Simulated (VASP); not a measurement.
# Ge (Fd-3m) in VASP: further runs

The runs below take Ge through single point, relaxation of cell and atoms, with LDA.

All numbers are computed with VASP 6.6.1; they aren't measurements. Logs are shortened: lines on timing, memory, paths and dates and some standing lists are left out, and cuts for length are marked.

## (1) The cell of the first run

It takes space group Fd-3m (No. 227, cubic). Conventional cell: a = 5.624 Å, b = 5.624 Å, c = 5.624 Å, α = 90.00°, β = 90.00°, γ = 90.00°. Within 3.2 Å of Ge (site symmetry -43m) lie 4 Ge at 2.44 Å.

## (2) Single point, LDA

Input file INCAR:

```
SYSTEM = Ge
PREC = Accurate
ENCUT = 520
EDIFF = 1E-7
ISMEAR = 0
SIGMA = 0.05
LREAL = .FALSE.
LASPH = .TRUE.
NELM = 100
ALGO = Normal
ISIF = 2
LWAVE = .FALSE.
LCHARG = .FALSE.
NBANDS = 66
```

Input file KPOINTS:

```
regular mesh
0
G
  4 4 4
  0 0 0
```

Input file POSCAR:

```
Ge
1.0
    5.6242933856      0.0000000000      0.0000000000
    0.0000000000      5.6242933856      0.0000000000
    0.0000000000      0.0000000000      5.6242933856
Ge
8
Direct
    0.0000000000      0.0000000000      0.0000000000
    0.0000000000      0.5000000000      0.5000000000
    0.5000000000      0.0000000000      0.5000000000
    0.5000000000      0.5000000000      0.0000000000
    0.2500000000      0.2500000000      0.2500000000
    0.2500000000      0.7500000000      0.7500000000
    0.7500000000      0.2500000000      0.7500000000
    0.7500000000      0.7500000000      0.2500000000
```

Potentials or basis: VASP PAW LDA potentials, release 64 (Ge_d).

On the command line:

```sh
$ cat potpaw_LDA.64/Ge_d/POTCAR > POTCAR
$ mpirun -np 1 vasp_std > vasp.out
```

OUTCAR:

```text
SYSTEM = Ge
   PREC = Accurate
   ENCUT = 520
   EDIFF = 1E-7
   ISMEAR = 0
   LREAL = .FALSE.
   LASPH = .TRUE.
   NELM = 100
   ISIF = 2

 ion  position               nearest neighbor table
   1  0.000  0.000  0.000-   5 2.44   6 2.44   7 2.44   8 2.44
   2  0.000  0.500  0.500-   5 2.44   6 2.44   7 2.44   8 2.44
   3  0.500  0.000  0.500-   5 2.44   6 2.44   7 2.44   8 2.44
   4  0.500  0.500  0.000-   5 2.44   6 2.44   7 2.44   8 2.44
   5  0.250  0.250  0.250-   1 2.44   2 2.44   3 2.44   4 2.44
   6  0.250  0.750  0.750-   1 2.44   2 2.44   3 2.44   4 2.44
   7  0.750  0.250  0.750-   1 2.44   2 2.44   3 2.44   4 2.44
   8  0.750  0.750  0.250-   1 2.44   2 2.44   3 2.44   4 2.44

  LATTYP: Found a simple cubic cell.
 ALAT       =     5.6242933856

  Lattice vectors:

 A1 = (   5.6242933856,   0.0000000000,   0.0000000000)
 A2 = (   0.0000000000,   5.6242933856,   0.0000000000)
 A3 = (   0.0000000000,   0.0000000000,   5.6242933856)

Analysis of symmetry for initial positions (statically):
=====================================================================
 Subroutine PRICEL returns following result:

  LATTYP: Found a face centered cubic cell.
 ALAT       =     5.6242933856

  Lattice vectors:

 A1 = (   2.8121466928,  -2.8121466928,   0.0000000000)
 A2 = (   2.8121466928,   0.0000000000,   2.8121466928)
 A3 = (   0.0000000000,  -2.8121466928,   2.8121466928)

   4 primitive cells build up your supercell.

 Routine SETGRP: Setting up the symmetry group for a
 simple cubic supercell.

 Subroutine GETGRP returns: Found 48 space group operations
 (whereof 24 operations were pure point group operations)
 out of a pool of 48 trial point group operations.

The static configuration has the point symmetry T_d .
 The point group associated with its full space group is O_h .

Analysis of symmetry for dynamics (positions and initial velocities):
=====================================================================
 Subroutine PRICEL returns following result:

  LATTYP: Found a face centered cubic cell.
 ALAT       =     5.6242933856

[... 98 lines left out ...]
   LASPH  =      T    aspherical Exc in radial PAW
   ENCUT  =  520.0 eV  38.22 Ry    6.18 a.u.  10.46 10.46 10.46*2*pi/ulx,y,z
   NELM   =    100;   NELMIN=  2; NELMDL= -5     # of ELM steps
   EDIFF  = 0.1E-06   stopping-criterion for ELM
   LREAL  =      F    real-space projection
   EDIFFG = 0.1E-05   stopping-criterion for IOM
   NSW    =      0    number of steps for IOM
   IBRION =     -1    ionic relax: 0-MD 1-quasi-New 2-CG
   NFREE  =      0    steps in history (QN), initial steepest desc. (CG)
   ISIF   =      2    stress and relaxation
   ISYM   =      2    0-nonsym 1-usesym 2-fastsym
   POTIM  = 0.5000    time-step for ionic-motion
   TEBEG  =    0.0;   TEEND  =   0.0 temperature during run
   PSTRESS=    0.0 pullay stress
   NELECT =     112.0000    total number of electrons
   NUPDOWN=      -1.0000    fix difference up-down
   EMIN   =  10.00;   EMAX   =-10.00  energy-range for DOS
   EFERMI =   0.00;   METHOD = LEGACY
   ISMEAR =     0;   SIGMA  =   0.05  broadening in eV -4-tet -1-fermi 0-gaus
   EFERMI_NEDOS =   21; number of points for ismear=-14 and -15
   IALGO  =     38    algorithm
   IMIX   =      4    mixing-type and parameters
     AMIX     =   0.40;   BMIX     =  1.00
     AMIX_MAG =   1.60;   BMIX_MAG =  1.00
  volume/ion in A,a.u.               =      22.24       150.08
  Fermi-wavevector in a.u.,A,eV,Ry     =   1.403071  2.651419 26.784527  1.968607
  Thomas-Fermi vector in A             =   2.525769
   LORBIT       =      0    0 simple, 1 ext, 2 COOP (PROOUT), +10 PAW based schemes
   GGA     = CA    functional components
   LHFCALC =     F    Hartree Fock is set to
   AEXX    =    0.0000 exact exchange contribution
   IVDW    =     0    specifies the selected vdW correction
   LEPSILON=     F    determine dielectric tensor
   LRPA    =     F    only Hartree local field effects (RPA)
 non-spin polarized calculation
 Gauss-broadening in eV      SIGMA  =   0.05
  energy-cutoff  :      520.00
  volume of cell :      177.91
 maximum number of plane-waves:      4828
 NGX is ok and might be reduce to    42
   NGX = 21   NGY = 21   NGZ = 21

 number of electron     111.9999758 magnetization

 Free energy of the ion-electron system (eV)
  ---------------------------------------------------
  ext. energy  EPLUGINS =         0.00000000
  ---------------------------------------------------
  free energy    TOTEN  =       -41.51052159 eV

  energy without entropy =      -41.50908209  energy(sigma->0) =      -41.50980184

 E-fermi :   4.9311     XC(G=0): -10.3713

 val. band max:        4.9218346834   @ k =   0.0000   0.0000   0.0000
 cond. band min:       5.0221064245   @ k =   0.5000   0.5000   0.5000
 fundamental gap:      0.1002717411
 Fermi energy:         4.9310996278

 k-point     1 :       0.0000    0.0000    0.0000
  band No.  band energies     occupation
      1     -20.0973      2.00000
      2     -20.0973      2.00000
      3     -20.0973      2.00000
      4     -20.0973      2.00000
      5     -20.0973      2.00000
      6     -20.0973      2.00000
[... 679 lines left out ...]
     65       8.6297      0.00000
     66       8.6297      0.00000

------------------------ aborting loop because EDIFF is reached ----------------------------------------

  FORCE on cell =-STRESS in cart. coord.  units (eV):
  Direction    XX          YY          ZZ          XY          YZ          ZX
  --------------------------------------------------------------------------------------
  -------------------------------------------------------------------------------------
  Total        0.0407856      0.0407856      0.0407856      0.0000000      0.0000000     -0.0000000
  in kB        0.3672938      0.3672938      0.3672938      0.0000000      0.0000000     -0.0000000
  external PRESSURE =       0.3672938 kB  Pullay stress =       0.0000000 kB

 VOLUME and BASIS-vectors are now :
 -----------------------------------------------------------------------------
  energy-cutoff  :      520.00
  volume of cell :      177.91
      direct lattice vectors                 reciprocal lattice vectors
     5.624293386  0.000000000  0.000000000     0.177800113  0.000000000  0.000000000
     0.000000000  5.624293386  0.000000000     0.000000000  0.177800113  0.000000000
     0.000000000  0.000000000  5.624293386     0.000000000  0.000000000  0.177800113

 POSITION                                       TOTAL-FORCE (eV/Angst)
 -----------------------------------------------------------------------------------
      0.00000      0.00000      0.00000         0.000000      0.000000      0.000000
      0.00000      2.81215      2.81215         0.000000      0.000000     -0.000000
      2.81215      0.00000      2.81215         0.000000     -0.000000     -0.000000
      2.81215      2.81215      0.00000         0.000000     -0.000000      0.000000
      1.40607      1.40607      1.40607        -0.000000      0.000000      0.000000
      1.40607      4.21822      4.21822        -0.000000      0.000000     -0.000000
      4.21822      1.40607      4.21822        -0.000000     -0.000000     -0.000000
      4.21822      4.21822      1.40607        -0.000000     -0.000000      0.000000
 -----------------------------------------------------------------------------------
    total drift:                                0.000000      0.000000     -0.000000

  FREE ENERGIE OF THE ION-ELECTRON SYSTEM (eV)
  ---------------------------------------------------
  free  energy   TOTEN  =       -41.5105215918 eV

  energy  without entropy=      -41.5090820921  energy(sigma->0) =      -41.50980184
```

Run time: 61 s. Hardware: 1 thread of Intel Xeon Platinum 8488C (Sapphire Rapids), shared host; peak memory 0.25 GiB.

What came out:

| Property | Result |
| --- | --- |
| Free energy | -41.5105 eV |
| Pressure | 0.0 GPa |

Levels at points of the mesh, in eV from the Fermi level:
```tsv
k point	band 52	band 53	band 54	band 55	band 56	band 57	band 58	band 59	band 60	band 61
(0.00, 0.00, 0.00)	-3.17	-3.17	-0.03	-0.03	-0.03	-0.01	0.61	0.61	0.61	0.61
(0.50, 0.00, 0.00)	-4.04	-2.11	-2.11	-2.11	-2.11	0.90	0.90	2.67	2.67	4.29
(0.50, 0.50, 0.00)	-3.99	-1.57	-1.57	-1.57	-1.57	1.89	1.89	1.89	1.89	4.77
(0.50, 0.50, 0.50)	-1.46	-1.46	-1.46	-1.46	-1.46	0.09	0.09	0.09	0.09	3.70
```

## (3) Relaxation of cell and atoms, LDA

Input file INCAR:

```
  ALGO = Normal
  EDIFF = 1E-7
  EDIFFG = -0.003
  ENCUT = 600
  IBRION = 2
  ISIF = 3
  ISMEAR = 0
  LASPH = True
  LCHARG = False
  LREAL = False
  LWAVE = False
  NELM = 100
  NSW = 80
  PREC = Accurate
  SIGMA = 0.05
```

Input file KPOINTS:

```
k-points
0
Gamma
  4 4 4
```

POSCAR: that of step 2 with these lines changed.

```diff
@@ -2,5 +2,5 @@
 1.0
-    5.6242933856      0.0000000000      0.0000000000
-    0.0000000000      5.6242933856      0.0000000000
-    0.0000000000      0.0000000000      5.6242933856
+    5.6218000000      0.0000000000      0.0000000000
+    0.0000000000      5.6218000000      0.0000000000
+    0.0000000000      0.0000000000      5.6218000000
 Ge
```

Potentials or basis: VASP PAW LDA potentials, release 64 (Ge_d).

On the command line:

```sh
$ cat potpaw_LDA.64/Ge_d/POTCAR > POTCAR
$ mpirun -np 1 vasp_std > vasp.out
```

OUTCAR:

```text
EDIFF = 1E-7
   EDIFFG = -0.003
   ENCUT = 600
   IBRION = 2
   ISIF = 3
   ISMEAR = 0
   LASPH = True
   LREAL = False
   NELM = 100
   NSW = 80
   PREC = Accurate

 ion  position               nearest neighbor table
   1  0.000  0.000  0.000-   5 2.43   6 2.43   7 2.43   8 2.43
   2  0.000  0.500  0.500-   5 2.43   6 2.43   7 2.43   8 2.43
   3  0.500  0.000  0.500-   5 2.43   6 2.43   7 2.43   8 2.43
   4  0.500  0.500  0.000-   5 2.43   6 2.43   7 2.43   8 2.43
   5  0.250  0.250  0.250-   1 2.43   2 2.43   3 2.43   4 2.43
   6  0.250  0.750  0.750-   1 2.43   2 2.43   3 2.43   4 2.43
   7  0.750  0.250  0.750-   1 2.43   2 2.43   3 2.43   4 2.43
   8  0.750  0.750  0.250-   1 2.43   2 2.43   3 2.43   4 2.43

  LATTYP: Found a simple cubic cell.
 ALAT       =     5.6218000000

  Lattice vectors:

 A1 = (   5.6218000000,   0.0000000000,   0.0000000000)
 A2 = (   0.0000000000,   5.6218000000,   0.0000000000)
 A3 = (   0.0000000000,   0.0000000000,   5.6218000000)

Analysis of symmetry for initial positions (statically):
=====================================================================
 Subroutine PRICEL returns following result:

  LATTYP: Found a face centered cubic cell.
 ALAT       =     5.6218000000

  Lattice vectors:

 A1 = (   2.8109000000,  -2.8109000000,   0.0000000000)
 A2 = (   2.8109000000,   0.0000000000,   2.8109000000)
 A3 = (   0.0000000000,  -2.8109000000,   2.8109000000)

   4 primitive cells build up your supercell.

 Routine SETGRP: Setting up the symmetry group for a
 simple cubic supercell.

 Subroutine GETGRP returns: Found 48 space group operations
 (whereof 24 operations were pure point group operations)
 out of a pool of 48 trial point group operations.

The static configuration has the point symmetry T_d .
 The point group associated with its full space group is O_h .

Analysis of symmetry for dynamics (positions and initial velocities):
=====================================================================
 Subroutine PRICEL returns following result:

  LATTYP: Found a face centered cubic cell.
 ALAT       =     5.6218000000

  Lattice vectors:

 A1 = (   2.8109000000,  -2.8109000000,   0.0000000000)
 A2 = (   2.8109000000,   0.0000000000,   2.8109000000)
 A3 = (   0.0000000000,  -2.8109000000,   2.8109000000)

   4 primitive cells build up your supercell.

 Routine SETGRP: Setting up the symmetry group for a
 simple cubic supercell.

 Subroutine GETGRP returns: Found 48 space group operations
 (whereof 24 operations were pure point group operations)
 out of a pool of 48 trial point group operations.

The dynamic configuration has the point symmetry T_d .
 The point group associated with its full space group is O_h .

 Subroutine INISYM returns: Found 48 space group operations
[... 126 lines left out ...]
 Free energy of the ion-electron system (eV)
  ---------------------------------------------------
  ext. energy  EPLUGINS =         0.00000000
  ---------------------------------------------------
  free energy    TOTEN  =       -41.51110981 eV

  energy without entropy =      -41.50974467  energy(sigma->0) =      -41.51042724

------------------------ aborting loop because EDIFF is reached ----------------------------------------

  FORCE on cell =-STRESS in cart. coord.  units (eV):
  Direction    XX          YY          ZZ          XY          YZ          ZX
  --------------------------------------------------------------------------------------
  -------------------------------------------------------------------------------------
  Total        0.1550391      0.1550391      0.1550391      0.0000000      0.0000000      0.0000000
  in kB        1.3980596      1.3980596      1.3980596      0.0000000      0.0000000      0.0000000
  external PRESSURE =       1.3980596 kB  Pullay stress =       0.0000000 kB

 VOLUME and BASIS-vectors are now :
 -----------------------------------------------------------------------------
  energy-cutoff  :      600.00
  volume of cell :      177.67
      direct lattice vectors                 reciprocal lattice vectors
     5.621800000  0.000000000  0.000000000     0.177878971  0.000000000  0.000000000
     0.000000000  5.621800000  0.000000000     0.000000000  0.177878971  0.000000000
     0.000000000  0.000000000  5.621800000     0.000000000  0.000000000  0.177878971

 POSITION                                       TOTAL-FORCE (eV/Angst)
 -----------------------------------------------------------------------------------
      0.00000      0.00000      0.00000         0.000000     -0.000000      0.000000
      0.00000      2.81090      2.81090         0.000000      0.000000      0.000000
      2.81090      0.00000      2.81090         0.000000     -0.000000      0.000000
      2.81090      2.81090      0.00000        -0.000000     -0.000000      0.000000
      1.40545      1.40545      1.40545        -0.000000      0.000000     -0.000000
      1.40545      4.21635      4.21635        -0.000000      0.000000     -0.000000
      4.21635      1.40545      4.21635        -0.000000      0.000000     -0.000000
      4.21635      4.21635      1.40545        -0.000000     -0.000000     -0.000000
 -----------------------------------------------------------------------------------
    total drift:                                0.000000     -0.000000      0.000000

  FREE ENERGIE OF THE ION-ELECTRON SYSTEM (eV)
  ---------------------------------------------------
  free  energy   TOTEN  =       -41.5111098091 eV

  energy  without entropy=      -41.5097446729  energy(sigma->0) =      -41.51042724

--------------------------------------- Ionic step        2  -------------------------------------------

 number of electron     111.9999918 magnetization

 Free energy of the ion-electron system (eV)
  ---------------------------------------------------
  ext. energy  EPLUGINS =         0.00000000
  ---------------------------------------------------
  free energy    TOTEN  =       -41.51132576 eV

  energy without entropy =      -41.50984258  energy(sigma->0) =      -41.51058417

 E-fermi :   4.9126     XC(G=0): -10.3643

 val. band max:        4.8938274357   @ k =   0.0000   0.0000   0.0000
 cond. band min:       5.0029453038   @ k =   0.5000   0.5000   0.5000
 fundamental gap:      0.1091178681
 Fermi energy:         4.9125853487

 k-point     1 :       0.0000    0.0000    0.0000
  band No.  band energies     occupation
      1     -20.1091      2.00000
      2     -20.1091      2.00000
      3     -20.1091      2.00000
      4     -20.1091      2.00000
      5     -20.1091      2.00000
      6     -20.1091      2.00000
[... 689 lines left out ...]
     66       8.6143      0.00000
     67       8.6143      0.00000

------------------------ aborting loop because EDIFF is reached ----------------------------------------

  FORCE on cell =-STRESS in cart. coord.  units (eV):
  Direction    XX          YY          ZZ          XY          YZ          ZX
  --------------------------------------------------------------------------------------
  -------------------------------------------------------------------------------------
  Total        0.0057755      0.0057755      0.0057755      0.0000000      0.0000000     -0.0000000
  in kB        0.0519345      0.0519345      0.0519345      0.0000000      0.0000000     -0.0000000
  external PRESSURE =       0.0519345 kB  Pullay stress =       0.0000000 kB

 VOLUME and BASIS-vectors are now :
 -----------------------------------------------------------------------------
  energy-cutoff  :      600.00
  volume of cell :      178.17
      direct lattice vectors                 reciprocal lattice vectors
     5.627056030 -0.000000000  0.000000000     0.177712821 -0.000000000 -0.000000000
     0.000000000  5.627056030 -0.000000000     0.000000000  0.177712821 -0.000000000
     0.000000000  0.000000000  5.627056030     0.000000000  0.000000000  0.177712821

 POSITION                                       TOTAL-FORCE (eV/Angst)
 -----------------------------------------------------------------------------------
      0.00000      5.62706     -0.00000        -0.000000      0.000000     -0.000000
      0.00000      2.81353      2.81353        -0.000000      0.000000      0.000000
      2.81353      5.62706      2.81353        -0.000000     -0.000000     -0.000000
      2.81353      2.81353     -0.00000        -0.000000     -0.000000     -0.000000
      1.40676      1.40676      1.40676        -0.000000      0.000000     -0.000000
      1.40676      4.22029      4.22029         0.000000      0.000000      0.000000
      4.22029      1.40676      4.22029         0.000000     -0.000000     -0.000000
      4.22029      4.22029      1.40676         0.000000     -0.000000      0.000000
 -----------------------------------------------------------------------------------
    total drift:                                0.000000     -0.000000      0.000000

  FREE ENERGIE OF THE ION-ELECTRON SYSTEM (eV)
  ---------------------------------------------------
  free  energy   TOTEN  =       -41.5113257627 eV

  energy  without entropy=      -41.5098425799  energy(sigma->0) =      -41.51058417

 reached required accuracy - stopping structural energy minimisation
```

It took 2.1 min on 1 thread of Intel Xeon Platinum 8488C (Sapphire Rapids), shared host; peak memory 0.3 GiB.

What came out:

```
Free energy                           : -41.5113 eV
Relaxed volume                        : 22.27 Å³/atom
Relaxed cell                          : a = 5.627 Å, b = 5.627 Å, c = 5.627 Å, α = 90.00°, β = 90.00°, γ = 90.00°
Space group after relaxing (to 0.1 Å) : Fd-3m (No. 227)
Energy gained by relaxing             : 0.0 meV/atom
Ionic steps                           : 2
Pressure after relaxing               : 0.0 GPa
```

The path:
```csv
step,energy change (eV),largest force (eV/Å),pressure (GPa),volume (Å³)
1,0.0000,0.0000,0.14,177.67
2,-0.0002,0.0000,0.01,178.17
```

Final structure:
```
Ge
1.0
     5.62706    0.00000    0.00000
     0.00000    5.62706    0.00000
     0.00000    0.00000    5.62706
Ge
8
Direct
  0.00000 0.00000 0.00000
  0.00000 0.50000 0.50000
  0.50000 0.00000 0.50000
  0.50000 0.50000 0.00000
  0.25000 0.25000 0.25000
  0.25000 0.75000 0.75000
  0.75000 0.25000 0.75000
  0.75000 0.75000 0.25000
```
